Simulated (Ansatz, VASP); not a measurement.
## One calculation of Te2Mo, two programs

```
CELL_PARAMETERS angstrom
3.53712 0.00000 0.00000
-1.76856 3.06324 0.00000
0.00000 0.00000 7.82683
ATOMIC_POSITIONS crystal
Te 0.33333 0.66667 0.77052
Te 0.33333 0.66667 0.22948
Mo 0.00000 0.00000 0.00000
```

Alike in both runs: task single point; functional PBE; k mesh 6 × 6 × 2; occupations methfessel-paxton of order 1, width 0.2 eV; no spin polarisation.

```csv
,VASP,Ansatz
version,VASP 6.6.1,Ansatz 0.2.0
potentials or method,"VASP PAW PBE potentials, release 64 (Te, Mo_sv)",plane waves
plane-wave cutoff (eV),500,420
valence electrons in the cell,26,46
```

|  | VASP | Ansatz | Ansatz less VASP |
| --- | --- | --- | --- |
| pressure (GPa) | 1.8 | 1.8 | -0.02 |
| traceless stress, the component that is largest in VASP (GPa) | 0.95 | 0.88 | -0.068 |
| rms of the force components (eV/Å) | 0.097 | 0.091 | -0.0066 |

Atom by atom the forces differ by 0.007 eV/Å (rms over components). VASP's potentials hold 26 valence electrons a cell and Ansatz's 46, so a difference there can come from the potentials and not from the codes.

Neither program's run includes spin-orbit coupling.
